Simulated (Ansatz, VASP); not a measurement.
**One calculation of MoS2, two programs**

File INCAR:

```
SYSTEM = MoS2
  PREC = Accurate
  ENCUT = 520
  EDIFF = 1E-6
  ISMEAR = 0
  SIGMA = 0.1
  LREAL = .FALSE.
  LASPH = .TRUE.
  NELM = 150
  ALGO = Normal
  ISIF = 2
  LWAVE = .FALSE.
  LCHARG = .FALSE.
  ISPIN = 2
  MAGMOM = 0 0 0 0 1 1
  LORBIT = 11
  LMAXMIX = 4
  GGA = PE
  IVDW = 12
  NBANDS = 39
```

File KPOINTS:

```
Automatic mesh
0
G
  6 6 2
  0 0 0
```

POSCAR

```
MoS2
1.0
    3.1260910016      0.0000000000      0.0000000000
   -1.5630455008      2.7072742220      0.0000000000
    0.0000000000      0.0000000000     12.2496610554
S Mo
4 2
Direct
    0.3333333333      0.6666666667      0.1172435443
    0.6666666667      0.3333333333      0.6175254370
    0.6666666667      0.3333333333      0.8827564557
    0.3333333333      0.6666666667      0.3824745630
    0.3333333333      0.6666666667      0.7501434882
    0.6666666667      0.3333333333      0.2498565118
```

Input for Ansatz:

```yaml
crystal:
  lattice:
    - [3.1260910016, 0.0, 0.0]
    - [-1.5630455008, 2.707274222, 0.0]
    - [0.0, 0.0, 12.2496610554]
  atoms:
    - { symbol: S, position: [0.3333333333, 0.6666666667, 0.1172435443] }
    - { symbol: S, position: [0.6666666667, 0.3333333333, 0.617525437] }
    - { symbol: S, position: [0.6666666667, 0.3333333333, 0.8827564557] }
    - { symbol: S, position: [0.3333333333, 0.6666666667, 0.382474563] }
    - { symbol: Mo, position: [0.3333333333, 0.6666666667, 0.7501434882], spin: 1.0 }
    - { symbol: Mo, position: [0.6666666667, 0.3333333333, 0.2498565118], spin: 1.0 }
basis:
  ecutwfc: 420
kpoints:
  mp_grid: { grid: [6, 6, 2] }
hamiltonian:
  xc: pbe
  dispersion: d3bj
scf:
  occupations: { method: gaussian, width: 0.1 }
  lower_state_search: "off"
output:
  forces: true
  stress: true
  eigenvalues: true
  populations: true
magnetization:
  spin_polarized: true
```

Alike in both runs: task single point; functional PBE; dispersion D3(BJ); k mesh 6 × 6 × 2; occupations gaussian, width 0.1 eV; collinear spin.

|  | VASP | Ansatz |
| --- | --- | --- |
| version | VASP 6.6.1 | Ansatz 0.2.0 |
| potentials or method | VASP PAW PBE potentials, release 64 (S, Mo_sv), cutoff 520 eV | scalar-relativistic, plane waves, PAW |
| valence electrons in the cell | 52 | 52 |

Ansatz gave:

| Property | Result |
| --- | --- |
| gap on the k mesh at the Fermi level (eV) | 0.82 |
| least direct gap on the mesh (eV) | 1.85 |
| pressure (GPa) | -3.6 |
| traceless stress, the component that is largest in VASP (GPa) | -5.41 |
| rms of the force components (eV/Å) | 0.431 |
| net moment per atom (μB) | 0.00 |

Question: What did VASP give for the same quantities?

Answer: gap on the k mesh at the Fermi level (eV): 0.83; least direct gap on the mesh (eV): 1.85; pressure (GPa): -3.7; traceless stress, the component that is largest in VASP (GPa): -5.44; rms of the force components (eV/Å): 0.436; net moment per atom (μB): 0.00.

Atom by atom the forces differ by 0.005 eV/Å (rms over components). Ansatz's warnings: seeded moment not kept.
